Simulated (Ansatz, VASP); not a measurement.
# Two plane-wave programs on Ni

The input INCAR:

```
SYSTEM = Ni
PREC = Accurate
ENCUT = 520
EDIFF = 1E-7
ISMEAR = 0
SIGMA = 0.1
LREAL = .False.
LASPH = .True.
NELM = 150
ALGO = Normal
ISIF = 2
LWAVE = .False.
LCHARG = .False.
ISPIN = 2
MAGMOM = 2
LORBIT = 11
LMAXMIX = 4
GGA = PS
NBANDS = 15
```

KPOINTS

```
Automatic mesh
0
Gamma
  14 14 14
  0 0 0
```

POSCAR

```
Ni
1.0
    0.0000000000      1.7673000000      1.7673000000
    1.7673000000      0.0000000000      1.7673000000
    1.7673000000      1.7673000000      0.0000000000
Ni
1
Direct
    0.0000000000      0.0000000000      0.0000000000
```

Input for Ansatz:

```yaml
crystal:
  lattice:
    - [0.0, 1.7673, 1.7673]
    - [1.7673, 0.0, 1.7673]
    - [1.7673, 1.7673, 0.0]
  atoms:
    - { symbol: Ni, position: [0.0, 0.0, 0.0], spin: 2.0 }
magnetization:
  spin_polarized: true
hamiltonian:
  xc: pbesol
  pseudopotentials: { kind: paw }
basis:
  ecutwfc: 420
kpoints:
  mp_grid: { grid: [14, 14, 14] }
scf:
  occupations: { method: gaussian, width: 0.1 }
  lower_state_search: "off"
output:
  forces: true
  stress: true
```

Alike in both runs: task single point; functional PBEsol; k mesh 14 × 14 × 14; occupations gaussian, width 0.1 eV; collinear spin.

|  | VASP | Ansatz |
| --- | --- | --- |
| version | VASP 6.6.1 | Ansatz 0.2.0 |
| potentials or method | VASP PAW PBE potentials, release 64 (Ni), cutoff 520 eV | PAW, plane waves, scalar-relativistic |
| valence electrons in the cell | 10 | 18 |

VASP gave:

| Property | Result |
| --- | --- |
| pressure (GPa) | -12.2 |
| net moment per atom (μB) | 0.60 |
| size of the moment on the site where the two differ most (μB) | 0.61 |

Problem. Which values does Ansatz return?

Solution. Pressure (GPa): -12.2; net moment per atom (μB): 0.62; size of the moment on the site where the two differ most (μB): 0.66.

VASP's potentials were made for PBE, not for PBEsol. Site moments also hang on the region over which each program counts them. VASP's potentials hold 10 valence electrons a cell and Ansatz's 18, so a difference there can come from the potentials and not from the codes.
